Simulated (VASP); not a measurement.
# Al3Rh2 (P6/mmm) in VASP: further runs, part 2 of 2

VASP 6.6.1. The steps go on from the part before.

## Step 4: Relaxation of cell and atoms, PBE

This run uses another cell than the first one, of 23.60 Å³/atom.

Contents of INCAR:

```
PREC = Accurate ; ENCUT = 600
EDIFF = 1E-7 ; ISMEAR = 0
SIGMA = 0.1 ; LREAL = F
LASPH = T ; NELM = 80
ALGO = Fast ; ISIF = 3
LWAVE = F ; LCHARG = F
GGA = PE ; IBRION = 2
NSW = 100 ; EDIFFG = -0.01
```

Contents of KPOINTS:

```
regular mesh
0
Gamma
  12 12 6
```

Contents of POSCAR:

```
Al3Rh2
1.0
    4.1745829673      0.0000000000      0.0000000000
   -2.0872914836      3.6152948998      0.0000000000
    0.0000000000      0.0000000000      7.8176374779
Al Rh
3 2
Direct
    0.0000000000      0.0000000000      0.1705999306
    0.0000000000      0.0000000000      0.8294000694
    0.0000000000      0.0000000000      0.5000000000
    0.3333333333      0.6666666667      0.0000000000
    0.6666666667      0.3333333333      0.0000000000
```

Potentials or basis: VASP PAW PBE potentials, release 64 (Al, Rh_pv).

On the command line:

```sh
$ cat potpaw_PBE.64/Al/POTCAR potpaw_PBE.64/Rh_pv/POTCAR > POTCAR
$ mpirun -np 1 vasp_std > vasp.out
```

OUTCAR:

```text
PREC = Accurate
   ENCUT = 600
   EDIFF = 1E-7
   ISMEAR = 0
   LREAL = F
   LASPH = T
   NELM = 80
   ISIF = 3
   GGA = PE
   IBRION = 2
   NSW = 100
   EDIFFG = -0.01

 ion  position               nearest neighbor table
   1  0.000  0.000  0.171-   3 2.58   2 2.67   4 2.75   5 2.75   4 2.75   5 2.75   5 2.75   4 2.75

   2  0.000  0.000  0.829-   3 2.58   1 2.67   4 2.75   5 2.75   4 2.75   5 2.75   5 2.75   4 2.75

   3  0.000  0.000  0.500-   1 2.58   2 2.58
   4  0.333  0.667  0.000-   5 2.41   5 2.41   5 2.41   1 2.75   2 2.75   2 2.75   1 2.75   2 2.75
                             1 2.75
   5  0.667  0.333  0.000-   4 2.41   4 2.41   4 2.41   1 2.75   2 2.75   1 2.75   2 2.75   1 2.75
                             2 2.75

  LATTYP: Found a hexagonal cell.
 ALAT       =     4.1745829673
 C/A-ratio  =     1.8726750766

  Lattice vectors:

[... 264 lines left out ...]

 number of electron      39.0000007 magnetization

 Free energy of the ion-electron system (eV)
  ---------------------------------------------------
  ext. energy  EPLUGINS =         0.00000000
  ---------------------------------------------------
  free energy    TOTEN  =       -24.55581830 eV

  energy without entropy =      -24.53399057  energy(sigma->0) =      -24.54490443

 E-fermi :   4.5602     XC(G=0):  -9.2024

 val. band max:        4.5586876737   @ k =   0.4167   0.1667   0.3333
 cond. band min:       4.5620936592   @ k =   0.4167   0.1667   0.1667
 fundamental gap:      0.0034059855
 Fermi energy:         4.5601769814

 k-point     1 :       0.0000    0.0000    0.0000
  band No.  band energies     occupation
      1     -42.2172      2.00000
      2     -42.2172      2.00000
      3     -41.4906      2.00000
      4     -41.4906      2.00000
      5     -41.3238      2.00000
      6     -41.1357      2.00000
[... 613 lines left out ...]
     22       6.2170      0.00000
     23       6.4026      0.00000

 [... further k-points ...]
[... 5 lines left out ...]
  --------------------------------------------------------------------------------------
  -------------------------------------------------------------------------------------
  Total        0.0476728      0.0476728      0.0120984      0.0000000     -0.0000000      0.0000000
  in kB        0.6469056      0.6469056      0.1641719      0.0000000     -0.0000000      0.0000000
  external PRESSURE =       0.4859944 kB  Pullay stress =       0.0000000 kB
[... 20 lines left out ...]
  FREE ENERGIE OF THE ION-ELECTRON SYSTEM (eV)
  ---------------------------------------------------
  free  energy   TOTEN  =       -24.5558182957 eV

  energy  without entropy=      -24.5339905721  energy(sigma->0) =      -24.54490443

 reached required accuracy - stopping structural energy minimisation
```

OSZICAR:

```text
N       E                     dE             d eps       ncg     rms          rms(c)
DAV:   1     0.289553457987E+03    0.28955E+03   -0.22967E+04  4152   0.169E+03
[... 30 lines left out ...]
RMM:   2    -0.245563577231E+02   -0.41553E-03   -0.21676E-03  3560   0.284E-01    0.170E-01
RMM:   3    -0.245558202153E+02    0.53751E-03   -0.60128E-04  3523   0.183E-01    0.101E-02
RMM:   4    -0.245558191356E+02    0.10797E-05   -0.75907E-05  3546   0.300E-02    0.815E-03
RMM:   5    -0.245558184909E+02    0.64476E-06   -0.60453E-06  3573   0.154E-02    0.260E-03
RMM:   6    -0.245558183772E+02    0.11362E-06   -0.12215E-06  3175   0.637E-03    0.156E-03
RMM:   7    -0.245558182527E+02    0.12454E-06   -0.29398E-07  2241   0.357E-03    0.494E-04
RMM:   8    -0.245558182957E+02   -0.42994E-07   -0.85127E-08  1922   0.159E-03
   3 F= -.24555818E+02 E0= -.24544904E+02  d E =-.524370E-03
```

CONTCAR:

```text
Al3Rh2
   1.00000000000000
     4.1757365752631124    0.0000000000000160    0.0000000000000000
    -2.0878682875815286    3.6162939536019820   -0.0000000000000000
     0.0000000000000000   -0.0000000000000000    7.8188573050971186
  Al              Rh
     3     2
Direct
     1.0000000000000000    1.0000000000000000    0.1698239205440817
     0.0000000000000000    0.0000000000000000    0.8301760794559183
     0.0000000000000000    0.0000000000000000    0.5000000000000000
     0.3333333332999970    0.6666666667000030    0.0000000000000000
     0.6666666667000030    0.3333333332999970    0.0000000000000000

  0.00000000E+00  0.00000000E+00  0.00000000E+00
  0.00000000E+00  0.00000000E+00  0.00000000E+00
  0.00000000E+00  0.00000000E+00  0.00000000E+00
  0.00000000E+00  0.00000000E+00  0.00000000E+00
  0.00000000E+00  0.00000000E+00  0.00000000E+00
```

Run time: 18 min. Hardware: 1 thread of Intel Xeon 8259CL, shared host; peak memory 0.44 GiB.

What came out:

* Free energy: -24.5558 eV
* Relaxed volume: 23.61 Å³/atom
* Relaxed cell: a = 4.176 Å, b = 4.176 Å, c = 7.819 Å, α = 90.00°, β = 90.00°, γ = 120.00°
* Space group after relaxing (to 0.1 Å): P6/mmm (No. 191)
* Energy gained by relaxing: 0.1 meV/atom
* Ionic steps: 3
* Pressure after relaxing: 0.0 GPa
* Band gap on the k mesh: zero (an odd number of electrons rules out a gap without spin polarisation)

The path:
```tsv
step	energy change (eV)	largest force (eV/Å)	pressure (GPa)	volume (Å³)
1	0.0000	0.0842	0.02	117.99
2	-0.0005	0.0268	0.04	118.04
3	-0.0005	0.0016	0.05	118.07
```

Final structure:
```cif
data_structure
_symmetry_space_group_name_H-M 'P 1'
_symmetry_Int_Tables_number 1
_cell_length_a 4.1757
_cell_length_b 4.1757
_cell_length_c 7.8189
_cell_angle_alpha 90.000
_cell_angle_beta 90.000
_cell_angle_gamma 120.000
_cell_volume 118.07
loop_
_atom_site_label
_atom_site_type_symbol
_atom_site_fract_x
_atom_site_fract_y
_atom_site_fract_z
_atom_site_occupancy
Al1 Al 0.00000 0.00000 0.16982 1
Al2 Al 0.00000 0.00000 0.83018 1
Al3 Al 0.00000 0.00000 0.50000 1
Rh1 Rh 0.33333 0.66667 0.00000 1
Rh2 Rh 0.66667 0.33333 0.00000 1
```

## Step 5: Overview

| task | spin | cell | k mesh | cutoff (eV) | gap on the mesh (eV) | pressure (GPa) | largest force (eV/Å) |
| --- | --- | --- | --- | --- | --- | --- | --- |
| single point | off | a = 4.178, b = 4.178, c = 7.822 Å, angles 90.0, 90.0, 120.0°, 5 atoms, atomic positions A | 12 × 12 × 6 | 520 | none | 0.0 | 0.01 |
| single point | collinear, ferromagnetic start | a = 4.175, b = 4.175, c = 7.818 Å, angles 90.0, 90.0, 120.0°, 5 atoms, atomic positions B | 6 × 6 × 2 | 520 | none | 0.1 | 0.02 |
| relaxation of cell and atoms | off | relaxed from a = 4.175, b = 4.175, c = 7.818 Å, angles 90.0, 90.0, 120.0°, 5 atoms, atomic positions B | 12 × 12 × 6 | 600 | none | 0.0 | - |

Alike in all rows: level PBE; potentials or basis VASP PAW PBE potentials, release 64 (Al, Rh_pv); smearing gaussian 0.1 eV.

Caveats: some runs use coarse meshes; a moment this small can come from the mesh or the smearing (at least some runs).

Total energies depend on the potentials used, so only differences within one code and one set of settings carry meaning.

The gap in the log of VASP goes by the Fermi energy; the results here count the filled bands.